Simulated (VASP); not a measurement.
# Fe (Pm-3m) in VASP: further runs

The runs below take Fe through single point, with RPBE.

All numbers are computed with VASP 6.6.1; they aren't measurements. Logs are shortened: lines on timing, memory, paths and dates and some standing lists are left out, and cuts for length are marked.

### Step 1. The cell of the first run

It takes space group Pm-3m (No. 221, cubic). Conventional cell: a = 2.400 Å, b = 2.400 Å, c = 2.400 Å, α = 90.00°, β = 90.00°, γ = 90.00°. Fe (site symmetry m-3m) has 6 Fe at 2.40 Å within 3.2 Å.

### Step 2. Single point, RPBE, collinear spin, ferromagnetic start

Input file INCAR:

```
SYSTEM = Fe
  ALGO = Normal
  EDIFF = 1E-7
  ENCUT = 520
  GGA = RP
  ISIF = 2
  ISMEAR = -1
  ISPIN = 2
  LASPH = .TRUE.
  LCHARG = .FALSE.
  LMAXMIX = 4
  LORBIT = 11
  LREAL = .FALSE.
  LWAVE = .FALSE.
  MAGMOM = 2.5
  NBANDS = 14
  NELM = 150
  PREC = Accurate
  SIGMA = 0.05
```

Input file KPOINTS:

```
k-points
0
G
  13 13 13
  0 0 0
```

Input file POSCAR:

```
Fe
1.0
    2.4003446277      0.0000000000      0.0000000000
    0.0000000000      2.4003446277      0.0000000000
    0.0000000000      0.0000000000      2.4003446277
Fe
1
Direct
    0.0000000000      0.0000000000      0.0000000000
```

Potentials or basis: VASP PAW PBE potentials, release 64 (Fe).

The run is started by

```bash
cat potpaw_PBE.64/Fe/POTCAR > POTCAR
mpirun -np 1 vasp_std > vasp.out
```

OUTCAR:

```text
SYSTEM = Fe
   EDIFF = 1E-7
   ENCUT = 520
   GGA = RP
   ISIF = 2
   ISMEAR = -1
   ISPIN = 2
   LASPH = .TRUE.
   LORBIT = 11
   LREAL = .FALSE.
   NELM = 150
   PREC = Accurate

 ion  position               nearest neighbor table
   1  0.000  0.000  0.000-

  LATTYP: Found a simple cubic cell.
 ALAT       =     2.4003446277

  Lattice vectors:

 A1 = (   2.4003446277,   0.0000000000,   0.0000000000)
 A2 = (   0.0000000000,   2.4003446277,   0.0000000000)
 A3 = (   0.0000000000,   0.0000000000,   2.4003446277)

Analysis of symmetry for initial positions (statically):
=====================================================================
 Subroutine PRICEL returns:
 Original cell was already a primitive cell.

 Routine SETGRP: Setting up the symmetry group for a
 simple cubic supercell.

 Subroutine GETGRP returns: Found 48 space group operations
 (whereof 48 operations were pure point group operations)
 out of a pool of 48 trial point group operations.

The static configuration has the point symmetry O_h .

Analysis of symmetry for dynamics (positions and initial velocities):
=====================================================================
 Subroutine PRICEL returns:
 Original cell was already a primitive cell.

 Routine SETGRP: Setting up the symmetry group for a
 simple cubic supercell.

 Subroutine GETGRP returns: Found 48 space group operations
 (whereof 48 operations were pure point group operations)
 out of a pool of 48 trial point group operations.

The dynamic configuration has the point symmetry O_h .

Analysis of structural, dynamic, and magnetic symmetry:
=====================================================================
 Subroutine PRICEL returns:
 Original cell was already a primitive cell.

 Routine SETGRP: Setting up the symmetry group for a
 simple cubic supercell.

 Subroutine GETGRP returns: Found 48 space group operations
 (whereof 48 operations were pure point group operations)
 out of a pool of 48 trial point group operations.

The overall configuration has the point symmetry O_h .

 Subroutine INISYM returns: Found 48 space group operations
 (whereof 48 operations are pure point group operations),
 and found     1 'primitive' translations

----------------------------------------------------------------------------------------

                                     Primitive cell

  volume of cell :      13.8300

  direct lattice vectors                    reciprocal lattice vectors
     2.400344628  0.000000000  0.000000000     0.416606844  0.000000000  0.000000000
[... 115 lines left out ...]
 spin polarized calculation
  energy-cutoff  :      520.00
  volume of cell :       13.83
 maximum number of plane-waves:       386
 NGX is ok and might be reduce to    18
   NGX =  9   NGY =  9   NGZ =  9

 number of electron       8.0000015 magnetization       2.4909885

 Free energy of the ion-electron system (eV)
  ---------------------------------------------------
  ext. energy  EPLUGINS =         0.00000000
  ---------------------------------------------------
  free energy    TOTEN  =        -7.04645162 eV

  energy without entropy =       -7.04036079  energy(sigma->0) =       -7.04340621

 E-fermi :   4.4645     XC(G=0): -11.8456

 val. band max:        4.4639350657   @ k =   0.3846   0.2308   0.0000
 cond. band min:       4.4659162900   @ k =   0.4615   0.2308   0.2308
 fundamental gap:      0.0019812243
 Fermi energy:         4.4644657222

 spin component 1

 k-point     1 :       0.0000    0.0000    0.0000
  band No.  band energies     occupation
      1      -3.1306      1.00000
      2       0.6417      1.00000
      3       0.6417      1.00000
      4       3.7383      1.00000
      5       3.7383      1.00000
      6       3.7383      1.00000
      7      22.6843      0.00000
      8      22.6843      0.00000
      9      22.6843      0.00000
     10      26.3945      0.00000
     11      26.3945      0.00000
     12      30.6492      0.00000
     13      43.0088      0.00000
     14      43.0088      0.00000
[... 379 lines left out ...]
      3       2.8828      1.00000
      4       3.1241      1.00000
      5       3.2219      1.00000
      6       5.1958      0.00000
      7      11.2384      0.00000
      8      16.7528      0.00000
      9      22.0441      0.00000
     10      30.0397      0.00000
     11      30.6090      0.00000
     12      34.8115      0.00000
     13      36.4802      0.00000
     14      39.9694      0.00000

 [... further k-points ...]

 spin component 2

 k-point     1 :       0.0000    0.0000    0.0000
  band No.  band energies     occupation
      1      -2.8784      1.00000
      2       2.2721      1.00000
      3       2.2726      1.00000
      4       6.9476      0.00000
      5       6.9477      0.00000
      6       6.9484      0.00000
      7      23.2720      0.00000
      8      23.2720      0.00000
      9      23.2720      0.00000
     10      26.8025      0.00000
     11      26.8026      0.00000
     12      30.4732      0.00000
     13      43.3553      0.00000
     14      43.3553      0.00000
[... 379 lines left out ...]
      3       4.8991      0.00017
      4       5.9207      0.00000
      5       6.2132      0.00000
      6       6.5082      0.00000
      7      12.0440      0.00000
      8      17.5678      0.00000
      9      22.7953      0.00000
     10      29.9887      0.00000
     11      31.2844      0.00000
     12      34.9284      0.00000
     13      37.1994      0.00000
     14      40.6383      0.00000

 [... further k-points ...]
[... 5 lines left out ...]
  --------------------------------------------------------------------------------------
  -------------------------------------------------------------------------------------
  Total       -0.0235612     -0.0235612     -0.0235612     -0.0000000      0.0000000      0.0000000
  in kB       -2.7295257     -2.7295257     -2.7295257     -0.0000000      0.0000000      0.0000000
  external PRESSURE =      -2.7295257 kB  Pullay stress =       0.0000000 kB

 VOLUME and BASIS-vectors are now :
 -----------------------------------------------------------------------------
  energy-cutoff  :      520.00
  volume of cell :       13.83
      direct lattice vectors                 reciprocal lattice vectors
     2.400344628  0.000000000  0.000000000     0.416606844  0.000000000  0.000000000
     0.000000000  2.400344628  0.000000000     0.000000000  0.416606844  0.000000000
     0.000000000  0.000000000  2.400344628     0.000000000  0.000000000  0.416606844

 POSITION                                       TOTAL-FORCE (eV/Angst)
 -----------------------------------------------------------------------------------
      0.00000      0.00000      0.00000         0.000000      0.000000      0.000000
 -----------------------------------------------------------------------------------
    total drift:                                0.000000      0.000000      0.000000

  FREE ENERGIE OF THE ION-ELECTRON SYSTEM (eV)
  ---------------------------------------------------
  free  energy   TOTEN  =        -7.0464516233 eV

  energy  without entropy=       -7.0403607920  energy(sigma->0) =       -7.04340621

 total charge

# of ion       s       p       d       tot
------------------------------------------
    1        0.480   0.386   6.237   7.103

 magnetization (x)

# of ion       s       p       d       tot
------------------------------------------
    1       -0.001  -0.011   2.498   2.487
```

It took 12 s on 1 thread of Intel Xeon 6975P-C (Granite Rapids), shared host; peak memory 0.13 GiB.

Results:

- Free energy: -7.0465 eV
- Pressure: -0.3 GPa
- Net moment: 2.49 μB per cell
- Site moments: Fe +2.49 μB
- Valence electrons inside the program's atomic spheres: Fe 7.10

Levels at points of the mesh, in eV from the Fermi level:
Spin up:
```
           k point  band 2  band 3  band 4  band 5  band 6  band 7  band 8  band 9
(0.00, 0.00, 0.00)   -3.82   -3.82   -0.73   -0.73   -0.73   18.22   18.22   18.22
```
Spin down:
```
           k point  band 1  band 2  band 3  band 4  band 5  band 6  band 7
(0.00, 0.00, 0.00)   -7.34   -2.19   -2.19    2.48    2.48    2.48   18.81
```

Caveat: the PAW data sets were made with another functional, which shifts forces and pressure a little.

### Step 3. Single point, RPBE, collinear spin, ferromagnetic start (volume scaled by 0.88)

Input file INCAR:

```
SYSTEM = Fe
PREC = Accurate
ENCUT = 520
EDIFF = 1E-6
ISMEAR = -1
SIGMA = 0.05
LREAL = .FALSE.
LASPH = .TRUE.
NELM = 150
ALGO = Normal
ISIF = 2
LWAVE = .FALSE.
LCHARG = .FALSE.
ISPIN = 2
MAGMOM = 2.497
LORBIT = 11
LMAXMIX = 4
GGA = RP
NBANDS = 14
```

Input file KPOINTS:

```
regular mesh
0
G
  15 15 15
  0 0 0
```

Input file POSCAR:

```
Fe
1.0
    2.3002117826      0.0000000000      0.0000000000
    0.0000000000      2.3002117826      0.0000000000
    0.0000000000      0.0000000000      2.3002117826
Fe
1
Direct
    0.0000000000      0.0000000000      0.0000000000
```

Potentials or basis: VASP PAW PBE potentials, release 64 (Fe).

The run is started by

```bash
cat potpaw_PBE.64/Fe/POTCAR > POTCAR
mpirun -np 1 vasp_std > vasp.out
```

OUTCAR:

```text
SYSTEM = Fe
   PREC = Accurate
   ENCUT = 520
   EDIFF = 1E-6
   ISMEAR = -1
   LREAL = .FALSE.
   LASPH = .TRUE.
   NELM = 150
   ISIF = 2
   ISPIN = 2
   LORBIT = 11
   GGA = RP

 ion  position               nearest neighbor table
   1  0.000  0.000  0.000-

  LATTYP: Found a simple cubic cell.
 ALAT       =     2.3002117826

  Lattice vectors:

 A1 = (   2.3002117826,   0.0000000000,   0.0000000000)
 A2 = (   0.0000000000,   2.3002117826,   0.0000000000)
[... 1023 lines left out ...]
  --------------------------------------------------------------------------------------
  -------------------------------------------------------------------------------------
  Total        1.4276238      1.4276238      1.4276238      0.0000000      0.0000000     -0.0000000
  in kB      187.9407279    187.9407279    187.9407279      0.0000000      0.0000000     -0.0000000
  external PRESSURE =     187.9407279 kB  Pullay stress =       0.0000000 kB

 VOLUME and BASIS-vectors are now :
 -----------------------------------------------------------------------------
  energy-cutoff  :      520.00
  volume of cell :       12.17
      direct lattice vectors                 reciprocal lattice vectors
     2.300211783  0.000000000  0.000000000     0.434742578  0.000000000  0.000000000
     0.000000000  2.300211783  0.000000000     0.000000000  0.434742578  0.000000000
     0.000000000  0.000000000  2.300211783     0.000000000  0.000000000  0.434742578

 POSITION                                       TOTAL-FORCE (eV/Angst)
 -----------------------------------------------------------------------------------
      0.00000      0.00000      0.00000         0.000000      0.000000      0.000000
 -----------------------------------------------------------------------------------
    total drift:                               -0.000000      0.000000      0.000000

  FREE ENERGIE OF THE ION-ELECTRON SYSTEM (eV)
  ---------------------------------------------------
  free  energy   TOTEN  =        -6.9601125649 eV

  energy  without entropy=       -6.9544546971  energy(sigma->0) =       -6.95728363

 total charge

# of ion       s       p       d       tot
------------------------------------------
    1        0.526   0.466   6.340   7.332

 magnetization (x)

# of ion       s       p       d       tot
------------------------------------------
    1        0.001  -0.014   2.260   2.247
```

Wall time 13 s (1 thread of Intel Xeon 6975P-C (Granite Rapids), shared host); peak memory 0.14 GiB.

Results:

```
Free energy                                           : -6.9601 eV
Pressure                                              : 18.8 GPa
Net moment                                            : 2.26 μB per cell
Site moments                                          : Fe +2.25 μB
Valence electrons inside the program's atomic spheres : Fe 7.33
```

Caveat: the PAW data sets were made with another functional, which shifts forces and pressure a little.
